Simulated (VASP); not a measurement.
The system is Nb2B.

```
Nb B
1.0
     1.52831    0.88237    5.10619
    -1.52831    0.88237    5.10619
     0.00000   -1.76474    5.10619
Nb B
2 1
Direct
  0.24083 0.24083 0.24083
  0.75917 0.75917 0.75917
  0.50000 0.50000 0.50000
```

```yaml
Program: VASP 6.6.1
Task: relaxation of cell and atoms
Functional: PBE
Potentials_or_basis: VASP PAW PBE potentials, release 64 (Nb_sv, B)
Cutoff: 600 eV
k_mesh: 6 × 6 × 6
Occupations: gaussian, width 0.1 eV
Spin: no spin polarisation
```

At the start: pressure 37.5 GPa; volume 13.77 Å³/atom.

Task: How do energy, volume and symmetry change on relaxing?

Result: Over 11 steps the energy falls by 352.8 meV/atom and the volume is 15.06 Å³/atom (+9.3 %); space group R-3m (No. 166, to 0.05 Å).

The path:
| step | energy change (eV) | largest force (eV/Å) | pressure (GPa) | volume (Å³) |
| --- | --- | --- | --- | --- |
| 1 | 0.0000 | 4.5260 | 37.47 | 41.32 |
| 2 | 1.9893 | 1.9974 | -34.44 | 63.67 |
| 3 | -0.8902 | 0.0713 | -6.73 | 47.74 |
| 4 | -0.9064 | 0.3691 | -3.57 | 47.03 |
| 5 | -0.9076 | 0.4813 | -2.38 | 46.78 |
| 6 | -1.0086 | 0.3364 | -0.51 | 45.81 |
| 7 | -1.0518 | 0.1754 | 2.24 | 44.77 |
| 8 | -1.0523 | 0.1486 | 2.72 | 44.61 |
| 9 | -1.0408 | 0.4023 | -4.38 | 46.04 |
| 10 | -1.0581 | 0.0647 | 0.02 | 45.13 |
| 11 | -1.0585 | 0.0046 | -0.01 | 45.17 |

Final structure:
```yaml
crystal:
  lattice:
    - [1.63962, 0.94664, 4.85084]
    - [-1.63962, 0.94664, 4.85084]
    - [0.00000, -1.89327, 4.85084]
  atoms:
    - { symbol: Nb, position: [0.24933, 0.24933, 0.24933] }
    - { symbol: Nb, position: [0.75067, 0.75067, 0.75067] }
    - { symbol: B, position: [0.50000, 0.50000, 0.50000] }
```

Caveat: the k points lie up to 0.38 Å⁻¹ apart in the final cell.
